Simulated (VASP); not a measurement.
# WSe2 in VASP: further runs

WSe2 is run at these levels: PBE+D3(BJ); tasks: single point.

Program: VASP 6.6.1. These are calculated values, not measurements. Logs are shortened: lines on timing, memory, paths and dates and some standing lists are left out, and cuts for length are marked.

**1. The cell of the first run**

The typed cell holds 6 atoms: a = 3.279 Å, b = 3.279 Å, c = 12.788 Å, α = 90.00°, β = 90.00°, γ = 120.00°.

**2. Single point, PBE+D3(BJ)**

File INCAR:

```
SYSTEM = WSe2
PREC = Accurate
ENCUT = 520
EDIFF = 1E-6
ISMEAR = 0
SIGMA = 0.02
LREAL = .FALSE.
LASPH = .TRUE.
NELM = 100
ALGO = Normal
ISIF = 2
LWAVE = .FALSE.
LCHARG = .TRUE.
GGA = PE
IVDW = 12
LELF = .TRUE.
LVHAR = .TRUE.
NBANDS = 35
```

File KPOINTS:

```
Automatic mesh
0
G
  12 12 2
  0 0 0
```

File POSCAR:

```
WSe2
1.0
    3.2791737707      0.0000000000      0.0000000000
   -1.6395868853      2.8398477888      0.0000000000
    0.0000000000      0.0000000000     12.7883955833
W Se
2 4
Direct
    0.6666666667      0.3333333333      0.2499645175
    0.3333333333      0.6666666667      0.7500354825
    0.3333333333      0.6666666667      0.3816646942
    0.6666666667      0.3333333333      0.8817349847
    0.3333333333      0.6666666667      0.1182650153
    0.6666666667      0.3333333333      0.6183353058
```

Potentials or basis: VASP PAW PBE potentials, release 64 (W_sv, Se).

Launch:

```bash
cat potpaw_PBE.64/W_sv/POTCAR potpaw_PBE.64/Se/POTCAR > POTCAR
mpirun -np 1 vasp_std > vasp.out
```

OUTCAR:

```text
SYSTEM = WSe2
   PREC = Accurate
   ENCUT = 520
   EDIFF = 1E-6
   ISMEAR = 0
   LREAL = .FALSE.
   LASPH = .TRUE.
   NELM = 100
   ISIF = 2
   GGA = PE
   IVDW = 12
 IVDW          = 12

 ion  position               nearest neighbor table
   1  0.667  0.333  0.250-   5 2.53   5 2.53   5 2.53   3 2.53   3 2.53   3 2.53
   2  0.333  0.667  0.750-   4 2.53   4 2.53   4 2.53   6 2.53   6 2.53   6 2.53
   3  0.333  0.667  0.382-   1 2.53   1 2.53   1 2.53
   4  0.667  0.333  0.882-   2 2.53   2 2.53   2 2.53
   5  0.333  0.667  0.118-   1 2.53   1 2.53   1 2.53
   6  0.667  0.333  0.618-   2 2.53   2 2.53   2 2.53

  LATTYP: Found a hexagonal cell.
 ALAT       =     3.2791737707
 C/A-ratio  =     3.8998834699

  Lattice vectors:

 A1 = (   3.2791737707,   0.0000000000,   0.0000000000)
 A2 = (  -1.6395868853,   2.8398477888,   0.0000000000)
 A3 = (   0.0000000000,   0.0000000000,  12.7883955833)

Analysis of symmetry for initial positions (statically):
=====================================================================
 Subroutine PRICEL returns:
 Original cell was already a primitive cell.

 Routine SETGRP: Setting up the symmetry group for a
 hexagonal supercell.

 Subroutine GETGRP returns: Found 12 space group operations
 (whereof 12 operations were pure point group operations)
 out of a pool of 24 trial point group operations.

The static configuration has the point symmetry D_3d.

Analysis of symmetry for dynamics (positions and initial velocities):
=====================================================================
 Subroutine PRICEL returns:
 Original cell was already a primitive cell.

 Routine SETGRP: Setting up the symmetry group for a
 hexagonal supercell.

 Subroutine GETGRP returns: Found 12 space group operations
 (whereof 12 operations were pure point group operations)
 out of a pool of 24 trial point group operations.

The dynamic configuration has the point symmetry D_3d.

 Subroutine INISYM returns: Found 12 space group operations
 (whereof 12 operations are pure point group operations),
 and found     1 'primitive' translations

----------------------------------------------------------------------------------------

                                     Primitive cell

  volume of cell :     119.0901

  direct lattice vectors                    reciprocal lattice vectors
     3.279173771  0.000000000  0.000000000     0.304954867  0.176065774  0.000000000
    -1.639586885  2.839847789  0.000000000     0.000000000  0.352131549  0.000000000
     0.000000000  0.000000000 12.788395583     0.000000000  0.000000000  0.078195892

  length of vectors
     3.279173771  3.279173771 12.788395583     0.352131549  0.352131549  0.078195892

  position of ions in fractional coordinates (direct lattice)
     0.666666667  0.333333333  0.249964517
     0.333333333  0.666666667  0.750035483
     0.333333333  0.666666667  0.381664694
     0.666666667  0.333333333  0.881734985
     0.333333333  0.666666667  0.118265015
     0.666666667  0.333333333  0.618335306

  ion indices of the primitive-cell ions
   primitive index   ion index
                 1           1
                 2           2
                 3           3
                 4           4
                 5           5
                 6           6

----------------------------------------------------------------------------------------

 KPOINTS: Automatic mesh

Automatic generation of k-mesh.
 Grid dimensions read from file:
 generate k-points for:   12   12    2

 Generating k-lattice:

  Cartesian coordinates                     Fractional coordinates (reciprocal lattice)
     0.025412906  0.014672148  0.000000000     0.083333333  0.000000000  0.000000000
     0.000000000  0.029344296  0.000000000     0.000000000  0.083333333  0.000000000
     0.000000000  0.000000000  0.039097946     0.000000000  0.000000000  0.500000000

  Length of vectors
     0.029344296  0.029344296  0.039097946

  Shift w.r.t. Gamma in fractional coordinates (k-lattice)
     0.000000000  0.000000000  0.000000000

 Subroutine IBZKPT returns following result:
 ===========================================

 Found     38 irreducible k-points:

 Following reciprocal coordinates:
            Coordinates               Weight
  0.000000  0.000000  0.000000      1.000000
  0.083333  0.000000  0.000000      6.000000
  0.166667  0.000000  0.000000      6.000000
  0.250000  0.000000  0.000000      6.000000
  0.333333  0.000000  0.000000      6.000000
  0.416667  0.000000  0.000000      6.000000
[... 16 lines left out ...]
  0.250000  0.000000  0.500000      6.000000
  0.333333  0.000000  0.500000      6.000000
 [... further k-points ...]
   k-points           NKPTS =     38   k-points in BZ     NKDIM =     38   number of bands    NBANDS=     35
   number of dos      NEDOS =    301   number of ions     NIONS =      6
   total plane-waves  NPLWV =  55296
   dimension x,y,z NGX =    24 NGY =   24 NGZ =   96
   dimension x,y,z NGXF=    48 NGYF=   48 NGZF=  192
   ions per type =               2   4
   NGX,Y,Z   is equivalent  to a cutoff of  12.17, 12.17, 12.48 a.u.
   NGXF,Y,Z  is equivalent  to a cutoff of  24.33, 24.33, 24.96 a.u.
 SYSTEM =  WSe2
   PREC   = accura    normal or accurate (medium, high low for compatibility)
   ISTART =      0    job   : 0-new  1-cont  2-samecut
   ICHARG =      2    charge: 1-file 2-atom 10-const
   ISPIN  =      1    spin polarized calculation?
   LNONCOLLINEAR =      F non collinear calculations
   LSORBIT =      F    spin-orbit coupling
   LASPH  =      T    aspherical Exc in radial PAW
   ENCUT  =  520.0 eV  38.22 Ry    6.18 a.u.   6.10  6.10 23.78*2*pi/ulx,y,z
   NELM   =    100;   NELMIN=  2; NELMDL= -5     # of ELM steps
   EDIFF  = 0.1E-05   stopping-criterion for ELM
   LREAL  =      F    real-space projection
   EDIFFG = 0.1E-04   stopping-criterion for IOM
   NSW    =      0    number of steps for IOM
   IBRION =     -1    ionic relax: 0-MD 1-quasi-New 2-CG
   NFREE  =      0    steps in history (QN), initial steepest desc. (CG)
   ISIF   =      2    stress and relaxation
   ISYM   =      2    0-nonsym 1-usesym 2-fastsym
   POTIM  = 0.5000    time-step for ionic-motion
   TEBEG  =    0.0;   TEEND  =   0.0 temperature during run
   PSTRESS=    0.0 pullay stress
   NELECT =      52.0000    total number of electrons
   NUPDOWN=      -1.0000    fix difference up-down
   EMIN   =  10.00;   EMAX   =-10.00  energy-range for DOS
   EFERMI =   0.00;   METHOD = LEGACY
   ISMEAR =     0;   SIGMA  =   0.02  broadening in eV -4-tet -1-fermi 0-gaus
   EFERMI_NEDOS =   21; number of points for ismear=-14 and -15
   IALGO  =     38    algorithm
   IMIX   =      4    mixing-type and parameters
     AMIX     =   0.40;   BMIX     =  1.00
     AMIX_MAG =   1.60;   BMIX_MAG =  1.00
  volume/ion in A,a.u.               =      19.85       133.94
  Fermi-wavevector in a.u.,A,eV,Ry     =   1.241988  2.347017 20.987454  1.542534
  Thomas-Fermi vector in A             =   2.376362
   LORBIT       =      0    0 simple, 1 ext, 2 COOP (PROOUT), +10 PAW based schemes
   GGA     = PE    functional components
   LHFCALC =     F    Hartree Fock is set to
   AEXX    =    0.0000 exact exchange contribution
   IVDW    =    12    specifies the selected vdW correction
   LEPSILON=     F    determine dielectric tensor
   LRPA    =     F    only Hartree local field effects (RPA)
 non-spin polarized calculation
 Gauss-broadening in eV      SIGMA  =   0.02
  energy-cutoff  :      520.00
  volume of cell :      119.09
 maximum number of plane-waves:      3248
   NGX = 13   NGY = 13   NGZ = 47

 number of electron      51.9999988 magnetization

 Free energy of the ion-electron system (eV)
  ---------------------------------------------------
  ext. energy  EPLUGINS =         0.00000000
  ---------------------------------------------------
  free energy    TOTEN  =       -43.07801994 eV

  energy without entropy =      -43.07801994  energy(sigma->0) =      -43.07801994

 E-fermi :   6.7243     XC(G=0): -10.8970

 val. band max:        6.5239455589   @ k =   0.0000   0.0000   0.0000
 cond. band min:       7.4141823802   @ k =   0.1667   0.1667   0.0000
 fundamental gap:      0.8902368213
 Fermi energy:         6.7243022293

 k-point     1 :       0.0000    0.0000    0.0000
  band No.  band energies     occupation
      1     -67.8197      2.00000
      2     -67.8197      2.00000
      3     -32.0703      2.00000
      4     -32.0703      2.00000
      5     -31.9334      2.00000
      6     -31.9334      2.00000
[... 27 lines left out ...]
     34       9.4651      0.00000
     35      11.0772      0.00000

 k-point     2 :       0.0833    0.0000    0.0000
  band No.  band energies     occupation
      1     -67.8190      2.00000
      2     -67.8190      2.00000
      3     -32.0672      2.00000
      4     -32.0672      2.00000
      5     -31.9497      2.00000
      6     -31.9497      2.00000
[... 27 lines left out ...]
     34       9.4254      0.00000
     35      11.6981      0.00000

 k-point     3 :       0.1667    0.0000    0.0000
  band No.  band energies     occupation
      1     -67.8170      2.00000
      2     -67.8170      2.00000
      3     -32.0588      2.00000
      4     -32.0587      2.00000
      5     -31.9940      2.00000
      6     -31.9940      2.00000
[... 27 lines left out ...]
     34       9.8869      0.00000
     35      12.6192      0.00000
[... 723 lines left out ...]
 k-point    23 :       0.2500    0.0000    0.5000
  band No.  band energies     occupation
      1     -67.8143      2.00000
      2     -67.8143      2.00000
      3     -32.0540      2.00000
      4     -32.0540      2.00000
      5     -32.0472      2.00000
      6     -32.0472      2.00000
[... 27 lines left out ...]
     34      10.1768      0.00000
     35      12.8401      0.00000

 k-point    24 :       0.3333    0.0000    0.5000
  band No.  band energies     occupation
      1     -67.8116      2.00000
      2     -67.8116      2.00000
      3     -32.1132      2.00000
      4     -32.1132      2.00000
      5     -32.0355      2.00000
      6     -32.0355      2.00000
[... 27 lines left out ...]
     34      10.4330      0.00000
     35      12.0508      0.00000

 [... further k-points ...]

------------------------ aborting loop because EDIFF is reached ----------------------------------------

 Edisp (eV)   -2.85262

 E8    (eV) :    -1.2724

  FORCE on cell =-STRESS in cart. coord.  units (eV):
  Direction    XX          YY          ZZ          XY          YZ          ZX
  --------------------------------------------------------------------------------------
  -------------------------------------------------------------------------------------
  Total       0.20212     0.20212     0.30205     0.00000     0.00000     0.00000
  in kB       2.71916     2.71916     4.06369     0.00000     0.00000     0.00000
  external pressure =        3.17 kB  Pullay stress =        0.00 kB

 VOLUME and BASIS-vectors are now :
 -----------------------------------------------------------------------------
  energy-cutoff  :      520.00
  volume of cell :      119.09
      direct lattice vectors                 reciprocal lattice vectors
     3.279173771  0.000000000  0.000000000     0.304954867  0.176065774  0.000000000
    -1.639586885  2.839847789  0.000000000     0.000000000  0.352131549  0.000000000
     0.000000000  0.000000000 12.788395583     0.000000000  0.000000000  0.078195892

 POSITION                                       TOTAL-FORCE (eV/Angst)
 -----------------------------------------------------------------------------------
      1.63959      0.94662      3.19665         0.000000     -0.000000      0.000346
     -0.00000      1.89323      9.59175        -0.000000      0.000000     -0.000346
     -0.00000      1.89323      4.88088        -0.000000     -0.000000      0.048991
      1.63959      0.94662     11.27598         0.000000      0.000000      0.048197
     -0.00000      1.89323      1.51242         0.000000      0.000000     -0.048197
      1.63959      0.94662      7.90752         0.000000      0.000000     -0.048991
 -----------------------------------------------------------------------------------
    total drift:                                0.000000      0.000000      0.000000

  FREE ENERGIE OF THE ION-ELECTRON SYSTEM (eV)
  ---------------------------------------------------
  free  energy   TOTEN  =       -45.9306437209 eV

  energy  without entropy=      -45.9306437209  energy(sigma->0) =      -45.93064372
```

It took 53 s on 1 thread of Intel Xeon 6975P-C (Granite Rapids), shared host; peak memory 0.31 GiB.

Results:

| Item | Value |
| --- | --- |
| Free energy | -45.9306 eV |
| Pressure | 0.3 GPa |
| Largest force | 0.049 eV/Å |
| Band gap on the k mesh | 0.89 eV (least direct gap 1.56 eV) |
| Dispersion energy per atom | -0.475 eV |

Forces in eV/Å, atoms in the order of the input:
```
W    0.000  0.000  0.000
W    0.000  0.000  0.000
Se   0.000  0.000  0.049
Se   0.000  0.000  0.048
Se   0.000  0.000 -0.048
Se   0.000  0.000 -0.049
```

Caveat: spin-orbit coupling is left out, which moves the levels of the heavy elements.

**3. Single point, PBE+D3(BJ)**

File INCAR:

```
  ALGO = Normal
  EDIFF = 1E-6
  ENCUT = 520
  GGA = PE
  ISIF = 2
  ISMEAR = 0
  IVDW = 12
  LASPH = T
  LCHARG = T
  LELF = T
  LREAL = F
  LVHAR = T
  LWAVE = F
  NBANDS = 35
  NELM = 80
  PREC = Accurate
  SIGMA = 0.02
```

File KPOINTS:

```
k-points
0
Gamma
  12 12 2
```

POSCAR is that of step 2.

Potentials or basis: VASP PAW PBE potentials, release 64 (W_sv, Se).

Launch:

```bash
cat potpaw_PBE.64/W_sv/POTCAR potpaw_PBE.64/Se/POTCAR > POTCAR
mpirun -np 1 vasp_std > vasp.out
```

Wall time 50 s (1 thread of Intel Xeon 6975P-C (Granite Rapids), shared host); peak memory 0.31 GiB.

It converged, with:

```
Free energy                : -45.9306 eV
Pressure                   : 0.3 GPa
Largest force              : 0.049 eV/Å
Band gap on the k mesh     : 0.89 eV (least direct gap 1.56 eV)
Dispersion energy per atom : -0.475 eV
```

Forces on the atoms (eV/Å):
```
W    0.000  0.000  0.000
W    0.000  0.000  0.000
Se   0.000  0.000  0.049
Se   0.000  0.000  0.048
Se   0.000  0.000 -0.048
Se   0.000  0.000 -0.049
```

Stress tensor (GPa, compression positive):
```
0.27 0.00 0.00
0.00 0.27 0.00
0.00 0.00 0.41
```

Levels at points of the mesh, in eV from the valence-band top:
```tsv
k point	band 24	band 25	band 26	band 27	band 28	band 29
(0.00, 0.00, 0.00)	-1.20	-0.96	0.00	2.63	2.63	2.68
(0.50, 0.00, 0.00)	-1.38	-1.31	-1.06	2.15	2.20	2.27
(0.00, 0.00, 0.50)	-1.50	-0.21	-0.20	2.63	2.63	2.63
(0.50, 0.00, 0.50)	-1.37	-1.22	-1.22	2.17	2.17	2.52
```

Caveat: spin-orbit coupling is left out, which moves the levels of the heavy elements. A k mesh can miss the band edges.

**4. Single point, PBE+D3(BJ) (biaxial strain in the a-b plane: +1.5 %)**

File INCAR:

```
  PREC = Accurate
  ENCUT = 520
  EDIFF = 1E-6
  ISMEAR = 0
  SIGMA = 0.02
  LREAL = False
  LASPH = True
  NELM = 60
  ALGO = Normal
  ISIF = 2
  LWAVE = False
  LCHARG = False
  GGA = PE
  IVDW = 12
  NBANDS = 35
```

File KPOINTS:

```
Automatic mesh
0
Gamma
  12 12 2
```

Edit POSCAR of step 3 so:

```diff
@@ -2,5 +2,5 @@
 1.0
-    3.2791737707      0.0000000000      0.0000000000
-   -1.6395868853      2.8398477888      0.0000000000
-    0.0000000000      0.0000000000     12.7883955833
+    3.3283613772      0.0000000000      0.0000000000
+   -1.6641806886      2.8824455057      0.0000000000
+    0.0000000000      0.0000000000     12.6733000231
 W Se
```

Launch:

```bash
cat potpaw_PBE.64/W_sv/POTCAR potpaw_PBE.64/Se/POTCAR > POTCAR
mpirun -np 1 vasp_std > vasp.out
```

It took 81 s on 1 thread of Intel Xeon 6975P-C (Granite Rapids), shared host; peak memory 0.33 GiB.

The run converged. Its results:

- Free energy: -45.8957 eV
- Pressure: -2.1 GPa
- Largest force: 0.022 eV/Å
- Band gap on the k mesh: 0.86 eV (least direct gap 1.38 eV)
- Dispersion energy per atom: -0.466 eV

Forces in eV/Å, atoms in the order of the input:
```
W    0.000  0.000  0.000
W    0.000  0.000  0.000
Se   0.000  0.000 -0.021
Se   0.000  0.000 -0.022
Se   0.000  0.000  0.022
Se   0.000  0.000  0.021
```

Stress tensor (GPa, compression positive):
```
-3.23  0.00  0.00
 0.00 -3.23  0.00
 0.00  0.00  0.08
```

Levels at points of the mesh, in eV from the valence-band top:
```csv
k point,band 23,band 24,band 25,band 26,band 27,band 28,band 29,band 30
"(0.00, 0.00, 0.00)",-1.68,-1.10,-0.86,0.00,2.39,2.39,2.46,2.46
"(0.50, 0.00, 0.00)",-1.62,-1.56,-1.33,-1.29,1.85,1.91,2.10,2.40
"(0.00, 0.00, 0.50)",-1.72,-1.72,-0.17,-0.17,2.39,2.39,2.39,2.39
"(0.50, 0.00, 0.50)",-1.45,-1.45,-1.42,-1.42,1.88,1.88,2.28,2.28
```

Caveat: the cell differs from its parent crystal (biaxial strain in the a-b plane: +1.5 %); spin-orbit coupling is left out, which moves the levels of the heavy elements. A k mesh can miss the band edges.

(Part 1 of 2 ends here.)
